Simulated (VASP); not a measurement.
MgO:

```
CELL_PARAMETERS angstrom
0.00000 2.10217 2.10217
2.10217 0.00000 2.10217
2.10217 2.10217 0.00000
ATOMIC_POSITIONS crystal
Mg 0.00000 0.00000 0.00000
O 0.50000 0.50000 0.50000
```

Base run:

* Program: VASP 6.6.1
* Functional: HSE06
* Potentials or basis: VASP PAW PBE potentials, release 64 (Mg, O)
* Cutoff: 520 eV
* k mesh: 8 × 8 × 8
* Occupations: gaussian, width 0.01 eV
* Spin: no spin polarisation

Its results: band gap on the k mesh 6.50 eV.

Problem. The run is repeated on the same cell with these changes: functional from HSE06 to r2SCAN; further incar settings from ALGO = Normal; EDIFF = 1e-06; NBANDS = 11 to ALGO = Normal; EDIFF = 1e-08. What comes out?

Solution. Band gap on the k mesh 5.66 eV.

